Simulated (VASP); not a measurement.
Cu: single point with LDA

Crystal: Cu.

```
Cu
1.0
     0.00000    1.75932    1.75932
     1.75932    0.00000    1.75932
     1.75932    1.75932    0.00000
Cu
1
Direct
  0.00000 0.00000 0.00000
```

| Property | Result |
| --- | --- |
| Program | VASP 6.6.1 |
| Task | single point |
| Functional | LDA |
| Potentials or basis | VASP PAW LDA potentials, release 64 (Cu) |
| Cutoff | 520 eV |
| k mesh | 20 × 20 × 20 |
| Occupations | gaussian, width 0.1 eV |
| Spin | no spin polarisation |
| Dipole correction | no |
| Further INCAR settings | ALGO = Normal; EDIFF = 1e-06; NBANDS = 12 |

The pressure is 0.8 GPa and the band gap on the k mesh is zero (an odd number of electrons rules out a gap without spin polarisation).

Levels at points of the mesh, in eV from the Fermi level:
```
           k point  band 2  band 3  band 4  band 5  band 6  band 7  band 8  band 9  band 10  band 11
(0.00, 0.00, 0.00)   -3.31   -3.31   -3.31   -2.36   -2.36   23.34   26.46   26.46    26.46    29.08
(0.50, 0.00, 0.00)   -3.34   -3.34   -1.71   -1.71   -1.20    4.18   21.82   23.23    23.23    26.30
(0.50, 0.50, 0.00)   -4.89   -1.73   -1.56   -1.56    1.45    7.72   13.67   13.67    18.52    21.67
```

It took 28 s on 1 thread of Intel(R) Xeon(R) Platinum 8259CL CPU @ 2.50GHz (Skylake/Cascade Lake), on a shared host, peak memory 0.14 GiB.
